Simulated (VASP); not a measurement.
# SrTiO3 (P4/mmm) in VASP: single point with PBE

Aim: the single point of SrTiO3 with PBE.

All numbers are computed with VASP 6.6.1; they aren't measurements. Logs are shortened: lines on timing, memory, paths and dates and some standing lists are left out, and cuts for length are marked.

### 1 The cell of the first run

The structure is tetragonal, space group P4/mmm (No. 123). The conventional cell has a = 3.987 Å, b = 3.987 Å, c = 3.864 Å, α = 90.00°, β = 90.00°, γ = 90.00°. Within 3.7 Å of Sr (site symmetry 4/mmm) lie 12 O at 2.78 to 2.82 Å and 8 Ti at 3.42 Å. Ti (site symmetry 4/mmm) has 6 O at 1.93 to 1.99 Å within 2.6 Å. O (site symmetry mmm) has 2 Ti at 1.99 Å within 2.6 Å. O (site symmetry 4/mmm) has 2 Ti at 1.93 Å within 2.6 Å.

### 2 Single point, PBE

INCAR

```
SYSTEM = SrTiO3
  PREC = Accurate
  ENCUT = 520
  EDIFF = 1E-7
  ISMEAR = 0
  SIGMA = 0.01
  LREAL = .FALSE.
  LASPH = .TRUE.
  NELM = 100
  ALGO = Normal
  ISIF = 2
  LWAVE = .FALSE.
  LCHARG = .FALSE.
  GGA = PE
  NBANDS = 28
```

KPOINTS

```
regular mesh
0
G
  8 8 8
  0 0 0
```

POSCAR

```
SrTiO3
1.0
    3.9870000000      0.0000000000      0.0000000000
    0.0000000000      3.9870000000      0.0000000000
    0.0000000000      0.0000000000      3.8640000000
Sr Ti O
1 1 3
Direct
    0.5000000000      0.5000000000      0.5000000000
    0.0000000000      0.0000000000      0.0000000000
    0.5000000000      0.0000000000      0.0000000000
    0.0000000000      0.5000000000      0.0000000000
    0.0000000000      0.0000000000      0.5000000000
```

Potentials or basis: VASP PAW PBE potentials, release 64 (Sr_sv, Ti_sv, O).

Command:

```console
$ cat potpaw_PBE.64/Sr_sv/POTCAR potpaw_PBE.64/Ti_sv/POTCAR potpaw_PBE.64/O/POTCAR > POTCAR
$ mpirun -np 1 vasp_std > vasp.out
```

OUTCAR:

```text
SYSTEM = SrTiO3
   PREC = Accurate
   ENCUT = 520
   EDIFF = 1E-7
   ISMEAR = 0
   LREAL = .FALSE.
   LASPH = .TRUE.
   NELM = 100
   ISIF = 2
   GGA = PE

 ion  position               nearest neighbor table
   1  0.500  0.500  0.500-   3 2.78   4 2.78   3 2.78   4 2.78   3 2.78   3 2.78   4 2.78   4 2.78
                             5 2.82   5 2.82   5 2.82   5 2.82   2 3.42   2 3.42   2 3.42   2 3.42
   2  0.000  0.000  0.000-   5 1.93   5 1.93   3 1.99   4 1.99   4 1.99   3 1.99   1 3.42   1 3.42
                             1 3.42   1 3.42   1 3.42   1 3.42   1 3.42   1 3.42
   3  0.500  0.000  0.000-   2 1.99   2 1.99   1 2.78   1 2.78   1 2.78   1 2.78
   4  0.000  0.500  0.000-   2 1.99   2 1.99   1 2.78   1 2.78   1 2.78   1 2.78
   5  0.000  0.000  0.500-   2 1.93   2 1.93   1 2.82   1 2.82   1 2.82   1 2.82

  LATTYP: Found a simple tetragonal cell.
 ALAT       =     3.9870000000
 C/A-ratio  =     0.9691497366

  Lattice vectors:

 A1 = (   3.9870000000,   0.0000000000,   0.0000000000)
 A2 = (   0.0000000000,   3.9870000000,   0.0000000000)
 A3 = (   0.0000000000,   0.0000000000,   3.8640000000)

Analysis of symmetry for initial positions (statically):
=====================================================================
 Subroutine PRICEL returns:
 Original cell was already a primitive cell.

 Routine SETGRP: Setting up the symmetry group for a
 simple tetragonal supercell.

 Subroutine GETGRP returns: Found 16 space group operations
 (whereof 16 operations were pure point group operations)
 out of a pool of 16 trial point group operations.

The static configuration has the point symmetry D_4h.

Analysis of symmetry for dynamics (positions and initial velocities):
=====================================================================
 Subroutine PRICEL returns:
 Original cell was already a primitive cell.

 Routine SETGRP: Setting up the symmetry group for a
 simple tetragonal supercell.

 Subroutine GETGRP returns: Found 16 space group operations
 (whereof 16 operations were pure point group operations)
 out of a pool of 16 trial point group operations.

The dynamic configuration has the point symmetry D_4h.

 Subroutine INISYM returns: Found 16 space group operations
 (whereof 16 operations are pure point group operations),
 and found     1 'primitive' translations

----------------------------------------------------------------------------------------

                                     Primitive cell

  volume of cell :      61.4228

  direct lattice vectors                    reciprocal lattice vectors
     3.987000000  0.000000000  0.000000000     0.250815149  0.000000000  0.000000000
     0.000000000  3.987000000  0.000000000     0.000000000  0.250815149  0.000000000
     0.000000000  0.000000000  3.864000000     0.000000000  0.000000000  0.258799172

  length of vectors
     3.987000000  3.987000000  3.864000000     0.250815149  0.250815149  0.258799172

  position of ions in fractional coordinates (direct lattice)
     0.500000000  0.500000000  0.500000000
     0.000000000  0.000000000  0.000000000
     0.500000000  0.000000000  0.000000000
     0.000000000  0.500000000  0.000000000
     0.000000000  0.000000000  0.500000000

  ion indices of the primitive-cell ions
   primitive index   ion index
                 1           1
                 2           2
                 3           3
                 4           4
                 5           5

----------------------------------------------------------------------------------------

 KPOINTS: regular mesh

Automatic generation of k-mesh.
 Grid dimensions read from file:
 generate k-points for:    8    8    8

 Generating k-lattice:

  Cartesian coordinates                     Fractional coordinates (reciprocal lattice)
     0.031351894  0.000000000  0.000000000     0.125000000  0.000000000  0.000000000
     0.000000000  0.031351894  0.000000000     0.000000000  0.125000000  0.000000000
     0.000000000  0.000000000  0.032349896     0.000000000  0.000000000  0.125000000

  Length of vectors
     0.031351894  0.031351894  0.032349896

  Shift w.r.t. Gamma in fractional coordinates (k-lattice)
     0.000000000  0.000000000  0.000000000

 Subroutine IBZKPT returns following result:
 ===========================================

 Found     75 irreducible k-points:

 Following reciprocal coordinates:
            Coordinates               Weight
  0.000000  0.000000  0.000000      1.000000
  0.125000  0.000000  0.000000      4.000000
  0.250000  0.000000  0.000000      4.000000
  0.375000  0.000000  0.000000      4.000000
  0.500000  0.000000  0.000000      2.000000
  0.125000  0.125000  0.000000      4.000000
[... 16 lines left out ...]
  0.375000  0.125000  0.125000     16.000000
  0.500000  0.125000  0.125000      8.000000
 [... further k-points ...]
   k-points           NKPTS =     75   k-points in BZ     NKDIM =     75   number of bands    NBANDS=     28
   number of dos      NEDOS =    301   number of ions     NIONS =      5
   total plane-waves  NPLWV =  27000
   dimension x,y,z NGX =    30 NGY =   30 NGZ =   30
   dimension x,y,z NGXF=    60 NGYF=   60 NGZF=   60
   ions per type =               1   1   3
   NGX,Y,Z   is equivalent  to a cutoff of  12.51, 12.51, 12.91 a.u.
   NGXF,Y,Z  is equivalent  to a cutoff of  25.02, 25.02, 25.81 a.u.
 SYSTEM =  SrTiO3
   PREC   = accura    normal or accurate (medium, high low for compatibility)
   ISTART =      0    job   : 0-new  1-cont  2-samecut
   ICHARG =      2    charge: 1-file 2-atom 10-const
   ISPIN  =      1    spin polarized calculation?
   LNONCOLLINEAR =      F non collinear calculations
   LSORBIT =      F    spin-orbit coupling
   LASPH  =      T    aspherical Exc in radial PAW
   ENCUT  =  520.0 eV  38.22 Ry    6.18 a.u.   7.41  7.41  7.18*2*pi/ulx,y,z
   NELM   =    100;   NELMIN=  2; NELMDL= -5     # of ELM steps
   EDIFF  = 0.1E-06   stopping-criterion for ELM
   LREAL  =      F    real-space projection
   EDIFFG = 0.1E-05   stopping-criterion for IOM
   NSW    =      0    number of steps for IOM
   IBRION =     -1    ionic relax: 0-MD 1-quasi-New 2-CG
   NFREE  =      0    steps in history (QN), initial steepest desc. (CG)
   ISIF   =      2    stress and relaxation
   ISYM   =      2    0-nonsym 1-usesym 2-fastsym
   POTIM  = 0.5000    time-step for ionic-motion
   TEBEG  =    0.0;   TEEND  =   0.0 temperature during run
   PSTRESS=    0.0 pullay stress
   NELECT =      40.0000    total number of electrons
   NUPDOWN=      -1.0000    fix difference up-down
   EMIN   =  10.00;   EMAX   =-10.00  energy-range for DOS
   EFERMI =   0.00;   METHOD = LEGACY
   ISMEAR =     0;   SIGMA  =   0.01  broadening in eV -4-tet -1-fermi 0-gaus
   EFERMI_NEDOS =   21; number of points for ismear=-14 and -15
   IALGO  =     38    algorithm
   IMIX   =      4    mixing-type and parameters
     AMIX     =   0.40;   BMIX     =  1.00
     AMIX_MAG =   1.60;   BMIX_MAG =  1.00
  volume/ion in A,a.u.               =      12.28        82.90
  Fermi-wavevector in a.u.,A,eV,Ry     =   1.419008  2.681537 27.396485  2.013585
  Thomas-Fermi vector in A             =   2.540074
   LORBIT       =      0    0 simple, 1 ext, 2 COOP (PROOUT), +10 PAW based schemes
   GGA     = PE    functional components
   LHFCALC =     F    Hartree Fock is set to
   AEXX    =    0.0000 exact exchange contribution
   IVDW    =     0    specifies the selected vdW correction
   LEPSILON=     F    determine dielectric tensor
   LRPA    =     F    only Hartree local field effects (RPA)
 non-spin polarized calculation
 Gauss-broadening in eV      SIGMA  =   0.01
  energy-cutoff  :      520.00
  volume of cell :       61.42
 maximum number of plane-waves:      1679
 NGX is ok and might be reduce to    30
   NGX = 15   NGY = 15   NGZ = 15

 number of electron      39.9999990 magnetization

 Free energy of the ion-electron system (eV)
  ---------------------------------------------------
  ext. energy  EPLUGINS =         0.00000000
  ---------------------------------------------------
  free energy    TOTEN  =       -40.07636730 eV

  energy without entropy =      -40.07636730  energy(sigma->0) =      -40.07636730

 E-fermi :   3.9791     XC(G=0): -11.1074

 val. band max:        3.9306412947   @ k =   0.5000   0.5000   0.5000
 cond. band min:       5.6793088345   @ k =   0.0000   0.0000   0.0000
 fundamental gap:      1.7486675398
 Fermi energy:         3.9790881066

 k-point     1 :       0.0000    0.0000    0.0000
  band No.  band energies     occupation
      1     -52.6725      2.00000
      2     -28.9718      2.00000
      3     -28.9152      2.00000
      4     -28.8938      2.00000
      5     -28.8938      2.00000
      6     -13.4219      2.00000
[... 20 lines left out ...]
     27       9.4263      0.00000
     28       9.8768      0.00000

 k-point     2 :       0.1250    0.0000    0.0000
  band No.  band energies     occupation
      1     -52.6723      2.00000
      2     -28.9863      2.00000
      3     -28.9148      2.00000
      4     -28.8934      2.00000
      5     -28.8844      2.00000
      6     -13.4374      2.00000
[... 20 lines left out ...]
     27       9.6613      0.00000
     28      10.2257      0.00000

 k-point     3 :       0.2500    0.0000    0.0000
  band No.  band energies     occupation
      1     -52.6719      2.00000
      2     -29.0151      2.00000
      3     -28.9141      2.00000
      4     -28.8927      2.00000
      5     -28.8681      2.00000
      6     -13.5071      2.00000
[... 20 lines left out ...]
     27      10.2504      0.00000
     28      11.2090      0.00000

 k-point     4 :       0.3750    0.0000    0.0000
  band No.  band energies     occupation
      1     -52.6716      2.00000
      2     -29.0399      2.00000
      3     -28.9134      2.00000
      4     -28.8919      2.00000
      5     -28.8556      2.00000
      6     -13.6028      2.00000
[... 578 lines left out ...]
     27      10.6664      0.00000
     28      11.3062      0.00000

 k-point    23 :       0.3750    0.1250    0.1250
  band No.  band energies     occupation
      1     -52.6711      2.00000
      2     -29.0252      2.00000
      3     -28.9253      2.00000
      4     -28.9009      2.00000
      5     -28.8624      2.00000
      6     -13.4495      2.00000
[... 20 lines left out ...]
     27      11.2477      0.00000
     28      12.1232      0.00000

 k-point    24 :       0.5000    0.1250    0.1250
  band No.  band energies     occupation
      1     -52.6710      2.00000
      2     -29.0323      2.00000
      3     -28.9246      2.00000
      4     -28.8991      2.00000
      5     -28.8626      2.00000
      6     -13.4789      2.00000
[... 20 lines left out ...]
     27      11.4865      0.00000
     28      12.3460      0.00000

 [... further k-points ...]
[... 5 lines left out ...]
  --------------------------------------------------------------------------------------
  -------------------------------------------------------------------------------------
  Total       -1.0157385     -1.0157385      1.6712994      0.0000000      0.0000000      0.0000000
  in kB      -26.4949390    -26.4949390     43.5948566      0.0000000      0.0000000      0.0000000
  external PRESSURE =      -3.1316738 kB  Pullay stress =       0.0000000 kB

 VOLUME and BASIS-vectors are now :
 -----------------------------------------------------------------------------
  energy-cutoff  :      520.00
  volume of cell :       61.42
      direct lattice vectors                 reciprocal lattice vectors
     3.987000000  0.000000000  0.000000000     0.250815149  0.000000000  0.000000000
     0.000000000  3.987000000  0.000000000     0.000000000  0.250815149  0.000000000
     0.000000000  0.000000000  3.864000000     0.000000000  0.000000000  0.258799172

 POSITION                                       TOTAL-FORCE (eV/Angst)
 -----------------------------------------------------------------------------------
      1.99350      1.99350      1.93200         0.000000      0.000000      0.000000
      0.00000      0.00000      0.00000         0.000000      0.000000      0.000000
      1.99350      0.00000      0.00000         0.000000      0.000000      0.000000
      0.00000      1.99350      0.00000         0.000000      0.000000      0.000000
      0.00000      0.00000      1.93200         0.000000      0.000000      0.000000
 -----------------------------------------------------------------------------------
    total drift:                                0.000000     -0.000000      0.000000

  FREE ENERGIE OF THE ION-ELECTRON SYSTEM (eV)
  ---------------------------------------------------
  free  energy   TOTEN  =       -40.0763672999 eV

  energy  without entropy=      -40.0763672999  energy(sigma->0) =      -40.07636730
```

Run time: 2.7 min. Hardware: 1 thread of Intel Xeon Platinum 8488C (Sapphire Rapids), shared host; peak memory 0.26 GiB.

Results:

| Item | Value |
| --- | --- |
| Free energy | -40.0764 eV |
| Pressure | -0.3 GPa |
| Band gap on the k mesh | 1.75 eV, indirect (least direct gap 2.12 eV) |

Stress tensor (GPa, compression positive):
```
-2.65  0.00  0.00
 0.00 -2.65  0.00
 0.00  0.00  4.36
```

A k mesh can miss the band edges. A hybrid or GW would open this gap; PBE tends to underestimate it.
